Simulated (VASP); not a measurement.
Set up this calculation in VASP 6.6.1, as the native input.

```yaml
Task: single point
Functional: PBEsol
Dispersion: D3(BJ)
Potentials_or_basis: VASP PAW PBE potentials, release 64 (Te, Sn_d)
Cutoff: 520 eV
k_mesh: 7 × 7 × 7
Occupations: fermi-dirac, width 0.05 eV
Spin: no spin polarisation
Dipole_correction: no
Further_INCAR_settings: ALGO = Normal; EDIFF = 1e-06; NBANDS = 17
```

The structure of SnTe lies in POSCAR:

```
SnTe
1.0
    0.0000000000      3.1923133075      3.1923133075
    3.1923133075      0.0000000000      3.1923133075
    3.1923133075      3.1923133075      0.0000000000
Te Sn
1 1
Direct
    0.5000000000      0.5000000000      0.5000000000
    0.0000000000      0.0000000000      0.0000000000
```

One way to write it, as run:

INCAR

```
SYSTEM = SnTe
PREC     = Accurate       ! precision mode
ENCUT    = 520            ! plane-wave cutoff, eV
EDIFF    = 1E-6           ! SCF threshold, eV
ISMEAR   = -1             ! smearing method
SIGMA    = 0.05           ! smearing width, eV
LREAL    = .False.        ! projectors in reciprocal space
LASPH    = .True.         ! aspherical terms in the spheres
NELM     = 80             ! most SCF steps
ALGO     = Normal         ! electronic algorithm
ISIF     = 2              ! what is computed and relaxed
LWAVE    = .False.        ! write WAVECAR
LCHARG   = .True.         ! write CHGCAR
GGA      = PS             ! functional
IVDW     = 12             ! dispersion correction
LELF     = .True.         ! ELF
LVHAR    = .True.       
NBANDS   = 17             ! bands
```

KPOINTS

```
regular mesh
0
Gamma
  7 7 7
  0 0 0
```

Potentials or basis: VASP PAW PBE potentials, release 64 (Te, Sn_d).

Command:

```sh
$ cat potpaw_PBE.64/Te/POTCAR potpaw_PBE.64/Sn_d/POTCAR > POTCAR
$ mpirun -np 1 vasp_std > vasp.out
```

Results of the run:

```yaml
Pressure: -3.8 GPa
Dispersion_energy_per_atom: -0.374 eV
```

Caveat: the PAW data sets were made with another functional, which shifts forces and pressure a little.

It took 23 s on 1 thread of Intel(R) Xeon(R) Platinum 8259CL CPU @ 2.50GHz (Skylake/Cascade Lake), with other jobs on the host, peak memory 0.22 GiB.
